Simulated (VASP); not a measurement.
A run of VASP 6.6.1 is set up as follows.

The input INCAR:

```
SYSTEM = Ga
PREC = Accurate ; ENCUT = 520
EDIFF = 1E-6 ; ISMEAR = -1
SIGMA = 0.05 ; LREAL = .FALSE.
LASPH = .TRUE. ; NELM = 80
ALGO = Normal ; ISIF = 2
LWAVE = .FALSE. ; LCHARG = .TRUE.
GGA = PE ; LELF = .TRUE.
LVHAR = .TRUE. ; NBANDS = 20
```

The input KPOINTS:

```
Automatic mesh
0
G
  11 11 11
  0 0 0
```

The input POSCAR:

```
Ga
1.0
    0.0000000000      2.2187724625      2.2187724625
    2.2187724625      0.0000000000      2.2187724625
    2.2187724625      2.2187724625      0.0000000000
Ga
2
Direct
   -0.1250000000     -0.1250000000     -0.1250000000
    0.1250000000      0.1250000000      0.1250000000
```

Potentials or basis: VASP PAW PBE potentials, release 64 (Ga_d).

Launch:

```sh
$ cat potpaw_PBE.64/Ga_d/POTCAR > POTCAR
$ mpirun -np 1 vasp_std > vasp.out
```

Predict the band gap on the k mesh.

zero (band 13 reaches 17.94 eV, above the bottom of band 14 at 7.98 eV).

Estimate the pressure.

221.7 GPa.
